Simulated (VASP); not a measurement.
# MgH2 (P4_2/mnm) in VASP: a series of runs, part 2 of 2

VASP 6.6.1. The steps go on from the part before.

## (3) Vibrations by perturbation theory, PBEsol

Contents of INCAR:

```
  ALGO = Normal
  EDIFF = 1E-8
  ENCUT = 600
  GGA = PS
  GGA_COMPAT = False
  IBRION = 8
  ISIF = 2
  ISMEAR = 0
  LASPH = True
  LCHARG = False
  LEPSILON = True
  LREAL = False
  LWAVE = False
  NBANDS = 13
  NELM = 120
  NSW = 1
  PREC = Accurate
  SIGMA = 0.01
```

Contents of KPOINTS:

```
k-points
0
Gamma
  6 6 8
```

Contents of POSCAR:

```
MgH2
1.0
    4.4762379314      0.0000000000      0.0000000000
    0.0000000000      4.4762379314      0.0000000000
    0.0000000000      0.0000000000      3.0079247385
Mg H
2 4
Direct
    0.0000000000      0.0000000000      0.0000000000
    0.5000000000      0.5000000000      0.5000000000
    0.3045035058      0.3045035058      0.0000000000
    0.1954964942      0.8045035058      0.5000000000
    0.6954964942      0.6954964942      0.0000000000
    0.8045035058      0.1954964942      0.5000000000
```

Potentials or basis: VASP PAW PBE potentials, release 64 (Mg, H).

Command:

```
> cat potpaw_PBE.64/Mg/POTCAR potpaw_PBE.64/H/POTCAR > POTCAR
> mpirun -np 1 vasp_std > vasp.out
```

OUTCAR:

```text
EDIFF = 1E-8
   ENCUT = 600
   GGA = PS
   IBRION = 8
   ISIF = 2
   ISMEAR = 0
   LASPH = True
   LEPSILON = True
   LREAL = False
   NELM = 120
   NSW = 1
   PREC = Accurate

 ion  position               nearest neighbor table
   1  0.000  0.000  0.000-   3 1.93   5 1.93   4 1.95   6 1.95   4 1.95   6 1.95   2 3.50   2 3.50
                             2 3.50   2 3.50   2 3.50   2 3.50   2 3.50   2 3.50
   2  0.500  0.500  0.500-   4 1.93   6 1.93   5 1.95   3 1.95   3 1.95   5 1.95   1 3.50   1 3.50
                             1 3.50   1 3.50   1 3.50   1 3.50   1 3.50   1 3.50
   3  0.305  0.305  0.000-   1 1.93   2 1.95   2 1.95
   4  0.195  0.805  0.500-   2 1.93   1 1.95   1 1.95
   5  0.695  0.695  0.000-   1 1.93   2 1.95   2 1.95
   6  0.805  0.195  0.500-   2 1.93   1 1.95   1 1.95

  LATTYP: Found a simple tetragonal cell.
 ALAT       =     4.4762379314
 C/A-ratio  =     0.6719760622

  Lattice vectors:

 A1 = (   4.4762379314,   0.0000000000,   0.0000000000)
 A2 = (   0.0000000000,   4.4762379314,   0.0000000000)
[... 745 lines left out ...]

 Eigenvectors and eigenvalues of the dynamical matrix
 ----------------------------------------------------

   1 f  =   44.481895 THz   279.487990 2PiTHz 1483.756310 cm-1   183.962254 meV
             X         Y         Z           dx          dy          dz
      0.000000  0.000000  0.000000     0.000000   -0.000000   -0.000000
      2.238119  2.238119  1.503962     0.000000   -0.000000    0.000000
      1.363030  1.363030  0.000000     0.353553    0.353553    0.000000
      0.875089  3.601149  1.503962     0.353553   -0.353553   -0.000000
      3.113208  3.113208  0.000000    -0.353553   -0.353553   -0.000000
      3.601149  0.875089  1.503962    -0.353553    0.353553   -0.000000
[... 145 lines left out ...]
  18 f/i=    0.002827 THz     0.017764 2PiTHz    0.094308 cm-1     0.011693 meV
             X         Y         Z           dx          dy          dz
      0.000000  0.000000  0.000000     0.678275    0.044204   -0.000000
      2.238119  2.238119  1.503962     0.678279    0.044260   -0.000000
      1.363030  1.363030  0.000000     0.137522    0.009030   -0.000000
      0.875089  3.601149  1.503962     0.137514    0.008906   -0.000000
      3.113208  3.113208  0.000000     0.137522    0.009030   -0.000000
      3.601149  0.875089  1.503962     0.137514    0.008906   -0.000000

--------------------------------------------------------------------------------------------------------

 MACROSCOPIC STATIC DIELECTRIC TENSOR IONIC CONTRIBUTION
 ------------------------------------------------------
           7.669307     0.000000     0.000000
          -0.000000     7.669307     0.000000
           0.000000     0.000000     4.228339
 ------------------------------------------------------

 ELASTIC MODULI CONTR FROM IONIC RELAXATION (kBar)
 Direction    XX          YY          ZZ          XY          YZ          ZX
 --------------------------------------------------------------------------------
 XX         -48.2214     45.3248      6.9501      0.0000      0.0000      0.0000
 YY          45.3248    -48.2214      6.9501     -0.0000     -0.0000     -0.0000
 ZZ           6.9501      6.9501    -33.3524      0.0000     -0.0000     -0.0000
 XY           0.0000     -0.0000      0.0000     -9.6491      0.0000      0.0000
 YZ           0.0000     -0.0000     -0.0000      0.0000    -59.1315      0.0000
 ZX           0.0000     -0.0000     -0.0000      0.0000      0.0000    -59.1336
 --------------------------------------------------------------------------------

 PIEZOELECTRIC TENSOR IONIC CONTR  for field in x, y, z        (C/m^2)
          XX          YY          ZZ          XY          YZ          ZX
  --------------------------------------------------------------------------------
  x     0.00000    -0.00000    -0.00000    -0.00000    -0.00000    -0.00000
  y    -0.00000     0.00000    -0.00000     0.00000    -0.00000    -0.00000
  z     0.00000    -0.00000    -0.00000    -0.00000    -0.00000    -0.00000
```

OSZICAR:

```text
N       E                     dE             d eps       ncg     rms          rms(c)
DAV:   1    -0.198797232568E+00   -0.19880E+00   -0.32996E+03  1316   0.525E+02
DAV:   2    -0.180194075696E+02   -0.17821E+02   -0.16954E+02  1609   0.785E+01
DAV:   3    -0.188933612707E+02   -0.87395E+00   -0.87283E+00  1686   0.155E+01
[... 151 lines left out ...]
RMM:   4    -0.182442548151E-01   -0.93278E-03   -0.84094E-05  3566   0.382E-02    0.192E-03
RMM:   5    -0.182436450678E-01    0.60975E-06   -0.79399E-07  3941   0.440E-03    0.443E-04
RMM:   6    -0.182460206415E-01   -0.23756E-05   -0.41936E-08  4000   0.526E-04    0.132E-04
RMM:   7    -0.182459477618E-01    0.72880E-07   -0.15920E-09  4033   0.162E-04    0.151E-05
RMM:   8    -0.182458682196E-01    0.79542E-07   -0.21476E-10  4126   0.208E-05    0.490E-06
RMM:   9    -0.182458629207E-01    0.52989E-08   -0.41988E-10  4095   0.970E-06    0.374E-07
 Linear response finished
```

stdout:

```text
POSCAR found type information on POSCAR MgH
 POSCAR found :  2 types and       6 ions
 scaLAPACK will be used
 -----------------------------------------------------------------------------
|                                                                             |
|                                                                             |
[... 47 lines left out ...]
 first order change of Fermi-energy  -0.82922E-01
 force on displaced ion       3 direction 1 :  -3.629  -2.532   0.000
 Born effective charge ion    3 direction 1 :  -0.923  -0.213   0.000
 Linear response progress:
 first order change of Fermi-energy  -0.11655E-03
 force on displaced ion       3 direction 3 :  -0.000  -0.000  -3.644
 Born effective charge ion    3 direction 3 :   0.000   0.000  -0.971
 Born effective charges drift removed
 Linear response finished
```

Run time: 6.3 min. Hardware: 1 thread of AMD EPYC 9R45 (Zen 5), shared host; peak memory 0.49 GiB.

What came out:

```
Electronic dielectric tensor (diagonal) : 4.11, 4.11, 4.15
Born charges (mean of the diagonal)     : Mg +1.88; H -0.94 e
Highest phonon frequency at Γ           : 1484 cm⁻¹
```

Phonon frequencies in cm⁻¹ (negative: imaginary):
```csv
q point,frequencies
"(0.000, 0.000, 0.000)",0 0 0 182 241 299 299 492 492 741 888 996 996 1131 1217 1217 1319 1484
```

Electronic dielectric tensor:
```
4.11 0.00 0.00
0.00 4.11 0.00
0.00 0.00 4.15
```

Born effective charge tensors (e):
atom 1, Mg
```
1.85 0.12 0.00
0.12 1.85 0.00
0.00 0.00 1.94
```
atom 2, Mg
```
 1.85 -0.12  0.00
-0.12  1.85  0.00
 0.00  0.00  1.94
```
atom 3, H
```
-0.92 -0.21  0.00
-0.21 -0.92  0.00
 0.00  0.00 -0.97
```
atom 4, H
```
-0.92  0.21  0.00
 0.21 -0.92  0.00
 0.00  0.00 -0.97
```
atom 5, H
```
-0.92 -0.21  0.00
-0.21 -0.92  0.00
 0.00  0.00 -0.97
```
atom 6, H
```
-0.92  0.21  0.00
 0.21 -0.92  0.00
 0.00  0.00 -0.97
```
